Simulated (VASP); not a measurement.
# SnSe2 (1T) (P-3m1) in VASP: a series of runs

The runs below take SnSe2 (1T) through single point, relaxation of cell and atoms, with PBE.

Program: VASP 6.6.1. These are calculated values, not measurements. Logs are shortened: lines on timing, memory, paths and dates and some standing lists are left out, and cuts for length are marked.

## Step 1: The cell of the first run

It takes space group P-3m1 (No. 164, trigonal). Conventional cell: a = 3.756 Å, b = 3.756 Å, c = 5.480 Å, α = 90.00°, β = 90.00°, γ = 120.00°. Within 3.5 Å of Sn (site symmetry -3m) lie 6 Se at 2.69 Å. Se (site symmetry 3m) has 3 Sn at 2.69 Å and 3 Se at 3.16 Å within 3.5 Å.

## Step 2: Single point, PBE

Contents of INCAR:

```
SYSTEM = SnSe2
ALGO = Normal
EDIFF = 1E-7
ENCUT = 520
GGA = PE
ISIF = 2
ISMEAR = 0
LASPH = .True.
LCHARG = .False.
LREAL = .False.
LWAVE = .False.
NBANDS = 20
NELM = 100
PREC = Accurate
SIGMA = 0.03
```

Contents of KPOINTS:

```
k-points
0
Gamma
  15 15 9
  0 0 0
```

Contents of POSCAR:

```
SnSe2
1.0
    3.7559350189      0.0000000000      0.0000000000
   -1.8779675095      3.2527351413      0.0000000000
    0.0000000000      0.0000000000      5.4795581764
Sn Se
1 2
Direct
    0.0000000000      0.0000000000      0.0000000000
    0.3333333333      0.6666666667      0.2898670398
    0.6666666667      0.3333333333      0.7101329602
```

Potentials or basis: VASP PAW PBE potentials, release 64 (Sn_d, Se).

The run is started by

```
> cat potpaw_PBE.64/Sn_d/POTCAR potpaw_PBE.64/Se/POTCAR > POTCAR
> mpirun -np 1 vasp_std > vasp.out
```

OUTCAR:

```text
SYSTEM = SnSe2
   EDIFF = 1E-7
   ENCUT = 520
   GGA = PE
   ISIF = 2
   ISMEAR = 0
   LASPH = .True.
   LREAL = .False.
   NELM = 100
   PREC = Accurate

 ion  position               nearest neighbor table
   1  0.000  0.000  0.000-   2 2.69   3 2.69   2 2.69   3 2.69   3 2.69   2 2.69
   2  0.333  0.667  0.290-   1 2.69   1 2.69   1 2.69
   3  0.667  0.333  0.710-   1 2.69   1 2.69   1 2.69

  LATTYP: Found a hexagonal cell.
 ALAT       =     3.7559350189
 C/A-ratio  =     1.4589065436

  Lattice vectors:

 A1 = (   3.7559350189,   0.0000000000,   0.0000000000)
 A2 = (  -1.8779675095,   3.2527351413,   0.0000000000)
 A3 = (   0.0000000000,   0.0000000000,   5.4795581764)

Analysis of symmetry for initial positions (statically):
=====================================================================
 Subroutine PRICEL returns:
 Original cell was already a primitive cell.

 Routine SETGRP: Setting up the symmetry group for a
 hexagonal supercell.

 Subroutine GETGRP returns: Found 12 space group operations
 (whereof 12 operations were pure point group operations)
 out of a pool of 24 trial point group operations.

The static configuration has the point symmetry D_3d.

Analysis of symmetry for dynamics (positions and initial velocities):
=====================================================================
 Subroutine PRICEL returns:
 Original cell was already a primitive cell.

 Routine SETGRP: Setting up the symmetry group for a
 hexagonal supercell.

 Subroutine GETGRP returns: Found 12 space group operations
 (whereof 12 operations were pure point group operations)
 out of a pool of 24 trial point group operations.

The dynamic configuration has the point symmetry D_3d.

 Subroutine INISYM returns: Found 12 space group operations
 (whereof 12 operations are pure point group operations),
 and found     1 'primitive' translations

----------------------------------------------------------------------------------------

                                     Primitive cell

  volume of cell :      66.9441

  direct lattice vectors                    reciprocal lattice vectors
     3.755935019  0.000000000  0.000000000     0.266245288  0.153716789  0.000000000
    -1.877967509  3.252735141  0.000000000     0.000000000  0.307433577  0.000000000
     0.000000000  0.000000000  5.479558176     0.000000000  0.000000000  0.182496466

  length of vectors
     3.755935019  3.755935019  5.479558176     0.307433577  0.307433577  0.182496466

  position of ions in fractional coordinates (direct lattice)
     0.000000000  0.000000000  0.000000000
     0.333333333  0.666666667  0.289867040
     0.666666667  0.333333333  0.710132960

  ion indices of the primitive-cell ions
   primitive index   ion index
                 1           1
                 2           2
                 3           3

----------------------------------------------------------------------------------------

 KPOINTS: k-points

Automatic generation of k-mesh.
 Grid dimensions read from file:
 generate k-points for:   15   15    9

 Generating k-lattice:

  Cartesian coordinates                     Fractional coordinates (reciprocal lattice)
     0.017749686  0.010247786  0.000000000     0.066666667  0.000000000  0.000000000
     0.000000000  0.020495572  0.000000000     0.000000000  0.066666667  0.000000000
     0.000000000  0.000000000  0.020277385     0.000000000  0.000000000  0.111111111

  Length of vectors
     0.020495572  0.020495572  0.020277385

  Shift w.r.t. Gamma in fractional coordinates (k-lattice)
     0.000000000  0.000000000  0.000000000

 Subroutine IBZKPT returns following result:
 ===========================================

 Found    211 irreducible k-points:

 Following reciprocal coordinates:
            Coordinates               Weight
  0.000000  0.000000  0.000000      1.000000
  0.066667 -0.000000  0.000000      6.000000
  0.133333  0.000000  0.000000      6.000000
  0.200000 -0.000000  0.000000      6.000000
  0.266667  0.000000  0.000000      6.000000
  0.333333  0.000000  0.000000      6.000000
[... 16 lines left out ...]
  0.333333  0.200000  0.000000     12.000000
  0.400000  0.200000  0.000000      6.000000
 [... further k-points ...]
   k-points           NKPTS =    211   k-points in BZ     NKDIM =    211   number of bands    NBANDS=     20
   number of dos      NEDOS =    301   number of ions     NIONS =      3
   total plane-waves  NPLWV =  32928
   dimension x,y,z NGX =    28 NGY =   28 NGZ =   42
   dimension x,y,z NGXF=    56 NGYF=   56 NGZF=   84
   ions per type =               1   2
   NGX,Y,Z   is equivalent  to a cutoff of  12.39, 12.39, 12.74 a.u.
   NGXF,Y,Z  is equivalent  to a cutoff of  24.79, 24.79, 25.49 a.u.
 SYSTEM =  SnSe2
   PREC   = accura    normal or accurate (medium, high low for compatibility)
   ISTART =      0    job   : 0-new  1-cont  2-samecut
   ICHARG =      2    charge: 1-file 2-atom 10-const
   ISPIN  =      1    spin polarized calculation?
   LNONCOLLINEAR =      F non collinear calculations
   LSORBIT =      F    spin-orbit coupling
   LASPH  =      T    aspherical Exc in radial PAW
   ENCUT  =  520.0 eV  38.22 Ry    6.18 a.u.   6.98  6.98 10.19*2*pi/ulx,y,z
   NELM   =    100;   NELMIN=  2; NELMDL= -5     # of ELM steps
   EDIFF  = 0.1E-06   stopping-criterion for ELM
   LREAL  =      F    real-space projection
   EDIFFG = 0.1E-05   stopping-criterion for IOM
   NSW    =      0    number of steps for IOM
   IBRION =     -1    ionic relax: 0-MD 1-quasi-New 2-CG
   NFREE  =      0    steps in history (QN), initial steepest desc. (CG)
   ISIF   =      2    stress and relaxation
   ISYM   =      2    0-nonsym 1-usesym 2-fastsym
   POTIM  = 0.5000    time-step for ionic-motion
   TEBEG  =    0.0;   TEEND  =   0.0 temperature during run
   PSTRESS=    0.0 pullay stress
   NELECT =      26.0000    total number of electrons
   NUPDOWN=      -1.0000    fix difference up-down
   EMIN   =  10.00;   EMAX   =-10.00  energy-range for DOS
   EFERMI =   0.00;   METHOD = LEGACY
   ISMEAR =     0;   SIGMA  =   0.03  broadening in eV -4-tet -1-fermi 0-gaus
   EFERMI_NEDOS =   21; number of points for ismear=-14 and -15
   IALGO  =     38    algorithm
   IMIX   =      4    mixing-type and parameters
     AMIX     =   0.40;   BMIX     =  1.00
     AMIX_MAG =   1.60;   BMIX_MAG =  1.00
  volume/ion in A,a.u.               =      22.31       150.59
  Fermi-wavevector in a.u.,A,eV,Ry     =   1.194433  2.257151 19.411031  1.426671
  Thomas-Fermi vector in A             =   2.330423
   LORBIT       =      0    0 simple, 1 ext, 2 COOP (PROOUT), +10 PAW based schemes
   GGA     = PE    functional components
   LHFCALC =     F    Hartree Fock is set to
   AEXX    =    0.0000 exact exchange contribution
   IVDW    =     0    specifies the selected vdW correction
   LEPSILON=     F    determine dielectric tensor
   LRPA    =     F    only Hartree local field effects (RPA)
 non-spin polarized calculation
 Gauss-broadening in eV      SIGMA  =   0.03
  energy-cutoff  :      520.00
  volume of cell :       66.94
 maximum number of plane-waves:      1819
   NGX = 13   NGY = 13   NGZ = 21

 number of electron      25.9999990 magnetization

 Free energy of the ion-electron system (eV)
  ---------------------------------------------------
  ext. energy  EPLUGINS =         0.00000000
  ---------------------------------------------------
  free energy    TOTEN  =       -11.46153370 eV

  energy without entropy =      -11.46118559  energy(sigma->0) =      -11.46135965

 E-fermi :   6.4386     XC(G=0): -10.2888

 val. band max:        6.4342293897   @ k =   0.1333   0.0667   0.0000
 cond. band min:       6.4403010190   @ k =   0.2000  -0.0000   0.1111
 fundamental gap:      0.0060716294
 Fermi energy:         6.4385675877

 k-point     1 :       0.0000    0.0000    0.0000
  band No.  band energies     occupation
      1     -15.4129      2.00000
      2     -15.4129      2.00000
      3     -15.3719      2.00000
      4     -15.3554      2.00000
      5     -15.3554      2.00000
      6      -8.6668      2.00000
[... 12 lines left out ...]
     19      15.2100      0.00000
     20      15.2128      0.00000

 k-point     2 :       0.0667   -0.0000    0.0000
  band No.  band energies     occupation
      1     -15.4151      2.00000
      2     -15.4109      2.00000
      3     -15.3704      2.00000
      4     -15.3568      2.00000
      5     -15.3552      2.00000
      6      -8.6195      2.00000
[... 12 lines left out ...]
     19      14.2789      0.00000
     20      15.1030      0.00000

 k-point     3 :       0.1333    0.0000    0.0000
  band No.  band energies     occupation
      1     -15.4218      2.00000
      2     -15.4056      2.00000
      3     -15.3667      2.00000
      4     -15.3600      2.00000
      5     -15.3544      2.00000
      6      -8.4791      2.00000
[... 12 lines left out ...]
     19      13.8350      0.00000
     20      14.9124      0.00000

 k-point     4 :       0.2000   -0.0000    0.0000
  band No.  band energies     occupation
      1     -15.4326      2.00000
      2     -15.3988      2.00000
      3     -15.3678      2.00000
      4     -15.3570      2.00000
      5     -15.3521      2.00000
      6      -8.2507      2.00000
[... 12 lines left out ...]
     19      13.7079      0.00000
     20      15.0318      0.00000

 k-point     5 :       0.2667    0.0000    0.0000
  band No.  band energies     occupation
      1     -15.4458      2.00000
      2     -15.3931      2.00000
      3     -15.3730      2.00000
      4     -15.3490      2.00000
      5     -15.3473      2.00000
      6      -7.9451      2.00000
[... 12 lines left out ...]
     19      14.1455      0.00000
     20      15.5625      0.00000

 k-point     6 :       0.3333    0.0000    0.0000
  band No.  band energies     occupation
      1     -15.4589      2.00000
      2     -15.3898      2.00000
      3     -15.3778      2.00000
      4     -15.3408      2.00000
      5     -15.3405      2.00000
      6      -7.5830      2.00000
[... 12 lines left out ...]
     19      15.0268      0.00000
     20      16.4458      0.00000

 k-point     7 :       0.4000   -0.0000    0.0000
  band No.  band energies     occupation
      1     -15.4693      2.00000
      2     -15.3885      2.00000
      3     -15.3814      2.00000
      4     -15.3345      2.00000
      5     -15.3340      2.00000
      6      -7.2058      2.00000
[... 12 lines left out ...]
     19      16.0824      0.00000
     20      17.5624      0.00000
[... 277 lines left out ...]
 k-point    20 :       0.4000    0.1333    0.0000
  band No.  band energies     occupation
      1     -15.4659      2.00000
      2     -15.3976      2.00000
      3     -15.3774      2.00000
      4     -15.3363      2.00000
      5     -15.3308      2.00000
      6      -6.8015      2.00000
[... 12 lines left out ...]
     19      15.7855      0.00000
     20      17.5968      0.00000

 k-point    21 :       0.2000    0.2000    0.0000
  band No.  band energies     occupation
      1     -15.4490      2.00000
      2     -15.4010      2.00000
      3     -15.3696      2.00000
      4     -15.3551      2.00000
      5     -15.3335      2.00000
      6      -7.4969      2.00000
[... 12 lines left out ...]
     19      12.3454      0.00000
     20      16.9493      0.00000

 k-point    22 :       0.2667    0.2000    0.0000
  band No.  band energies     occupation
      1     -15.4529      2.00000
      2     -15.4044      2.00000
      3     -15.3697      2.00000
      4     -15.3508      2.00000
      5     -15.3304      2.00000
      6      -7.1401      2.00000
[... 12 lines left out ...]
     19      13.1740      0.00000
     20      17.2327      0.00000

 k-point    23 :       0.3333    0.2000    0.0000
  band No.  band energies     occupation
      1     -15.4554      2.00000
      2     -15.4071      2.00000
      3     -15.3703      2.00000
      4     -15.3445      2.00000
      5     -15.3309      2.00000
      6      -6.8002      2.00000
[... 12 lines left out ...]
     19      14.3685      0.00000
     20      17.1417      0.00000

 k-point    24 :       0.4000    0.2000    0.0000
  band No.  band energies     occupation
      1     -15.4563      2.00000
      2     -15.4082      2.00000
      3     -15.3706      2.00000
      4     -15.3406      2.00000
      5     -15.3326      2.00000
      6      -6.6224      2.00000
[... 12 lines left out ...]
     19      15.2771      0.00000
     20      16.4816      0.00000

 [... further k-points ...]

------------------------ aborting loop because EDIFF is reached ----------------------------------------

  FORCE on cell =-STRESS in cart. coord.  units (eV):
  Direction    XX          YY          ZZ          XY          YZ          ZX
  --------------------------------------------------------------------------------------
  -------------------------------------------------------------------------------------
  Total        4.2220350      4.2220350      4.2274466     -0.0000000     -0.0000000     -0.0000000
  in kB      101.0462258    101.0462258    101.1757412     -0.0000000     -0.0000000     -0.0000000
  external PRESSURE =     101.0893976 kB  Pullay stress =       0.0000000 kB

 VOLUME and BASIS-vectors are now :
 -----------------------------------------------------------------------------
  energy-cutoff  :      520.00
  volume of cell :       66.94
      direct lattice vectors                 reciprocal lattice vectors
     3.755935019  0.000000000  0.000000000     0.266245288  0.153716789  0.000000000
    -1.877967509  3.252735141  0.000000000     0.000000000  0.307433577  0.000000000
     0.000000000  0.000000000  5.479558176     0.000000000  0.000000000  0.182496466

 POSITION                                       TOTAL-FORCE (eV/Angst)
 -----------------------------------------------------------------------------------
      0.00000      0.00000      0.00000        -0.000000      0.000000      0.000000
     -0.00000      2.16849      1.58834        -0.000000     -0.000000      0.020833
      1.87797      1.08425      3.89121         0.000000      0.000000     -0.020833
 -----------------------------------------------------------------------------------
    total drift:                               -0.000000     -0.000000     -0.000000

  FREE ENERGIE OF THE ION-ELECTRON SYSTEM (eV)
  ---------------------------------------------------
  free  energy   TOTEN  =       -11.4615337024 eV

  energy  without entropy=      -11.4611855926  energy(sigma->0) =      -11.46135965
```

Wall time 1.7 min (1 thread of Intel Xeon 6975P-C (Granite Rapids), shared host); peak memory 0.37 GiB.

Results:

```
Free energy            : -11.4615 eV
Pressure               : 10.1 GPa
Largest force          : 0.021 eV/Å
Band gap on the k mesh : zero (band 13 reaches 6.54 eV, above the bottom of band 14 at 6.13 eV)
```

Forces on the atoms (eV/Å):
```
Sn   0.000  0.000  0.000
Se   0.000  0.000  0.021
Se   0.000  0.000 -0.021
```

Levels at points of the mesh, in eV from the Fermi level:
| k point | band 9 | band 10 | band 11 | band 12 | band 13 | band 14 | band 15 | band 16 | band 17 | band 18 |
| --- | --- | --- | --- | --- | --- | --- | --- | --- | --- | --- |
| (0.00, 0.00, 0.00) | -1.33 | -1.33 | -1.15 | -1.15 | -0.19 | 0.54 | 2.72 | 4.36 | 4.36 | 7.82 |

Caveat: spin-orbit coupling is left out, which moves the levels of the heavy elements.

## Step 3: Relaxation of cell and atoms, PBE, target pressure 10 GPa, at which the enthalpy is minimised

This run uses another cell than the first one, of 24.04 Å³/atom, 1.078 times its volume.

Contents of INCAR:

```
ALGO = Normal
EDIFF = 1E-6
EDIFFG = -0.003
ENCUT = 600
GGA = PE
IBRION = 2
ISIF = 3
ISMEAR = 0
LASPH = T
LCHARG = F
LREAL = F
LWAVE = F
NELM = 100
NSW = 80
PREC = Accurate
PSTRESS = 100.0
SIGMA = 0.03
```

Contents of KPOINTS:

```
k-points
0
Gamma
  15 15 9
```

Contents of POSCAR:

```
SnSe2
1.0
    3.8038008559      0.0000000000      0.0000000000
   -1.9019004280      3.2941881721      0.0000000000
    0.0000000000      0.0000000000      5.7567704684
Sn Se
1 2
Direct
    0.0000000000      0.0000000000      0.0000000000
    0.3333333333      0.6666666667      0.2763692447
    0.6666666667      0.3333333333      0.7236307553
```

Potentials or basis: VASP PAW PBE potentials, release 64 (Sn_d, Se).

The run is started by

```
> cat potpaw_PBE.64/Sn_d/POTCAR potpaw_PBE.64/Se/POTCAR > POTCAR
> mpirun -np 1 vasp_std > vasp.out
```

It took 20 min on 1 thread of Intel Xeon 6975P-C (Granite Rapids), shared host; peak memory 0.47 GiB.

It converged, with:

| Quantity | Value |
| --- | --- |
| Free energy | -11.4650 eV |
| Relaxed volume | 22.33 Å³/atom |
| Relaxed cell | a = 3.759 Å, b = 3.759 Å, c = 5.476 Å, α = 90.00°, β = 90.00°, γ = 120.00° |
| Space group after relaxing (to 0.05 Å) | P-3m1 (No. 164) |
| Energy change on relaxing (the enthalpy is what falls) | +78.9 meV/atom |
| Ionic steps | 14 |
| Pressure after relaxing | 10.0 GPa |
| Band gap on the k mesh | zero (band 13 reaches 6.54 eV, above the bottom of band 14 at 6.11 eV) |

Step by step:
| step | energy change (eV) | largest force (eV/Å) | pressure (GPa) | volume (Å³) |
| --- | --- | --- | --- | --- |
| 1 | 0.0000 | 0.0169 | 5.20 | 72.13 |
| 2 | 0.4721 | 0.9474 | 16.74 | 64.88 |
| 3 | 0.1626 | 0.4143 | 9.97 | 68.65 |
| 4 | 0.1789 | 0.2545 | 9.95 | 68.19 |
| 5 | 0.2172 | 0.0125 | 10.01 | 67.47 |
| 6 | 0.2234 | 0.0171 | 10.07 | 67.29 |
| 7 | 0.2419 | 0.0385 | 10.27 | 66.91 |
| 8 | 0.2462 | 0.0385 | 10.31 | 66.84 |
| 9 | 0.2057 | 0.0718 | 9.07 | 67.52 |
| 10 | 0.2355 | 0.0107 | 9.99 | 67.01 |
| 11 | 0.2353 | 0.0101 | 10.00 | 67.01 |
| 12 | 0.2201 | 0.0314 | 9.52 | 67.27 |
| 13 | 0.2349 | 0.0089 | 9.97 | 67.02 |
| 14 | 0.2366 | 0.0001 | 10.00 | 66.99 |

Final structure:
```yaml
crystal:
  lattice:
    - [3.75864, 0.00000, 0.00000]
    - [-1.87932, 3.25508, 0.00000]
    - [0.00000, 0.00000, 5.47573]
  atoms:
    - { symbol: Sn, position: [0.00000, 0.00000, 0.00000] }
    - { symbol: Se, position: [0.33333, 0.66667, 0.29030] }
    - { symbol: Se, position: [0.66667, 0.33333, 0.70970] }
```

Levels at points of the mesh, in eV from the Fermi level:
```tsv
k point	band 9	band 10	band 11	band 12	band 13	band 14	band 15	band 16	band 17
(0.00, 0.00, 0.00)	-1.34	-1.34	-1.15	-1.15	-0.20	0.52	2.72	4.35	4.35
```

Caveat: the cell is relaxed towards a set pressure, so the enthalpy falls and the energy may rise; spin-orbit coupling is left out, which moves the levels of the heavy elements.

[end of part 1 of 2]
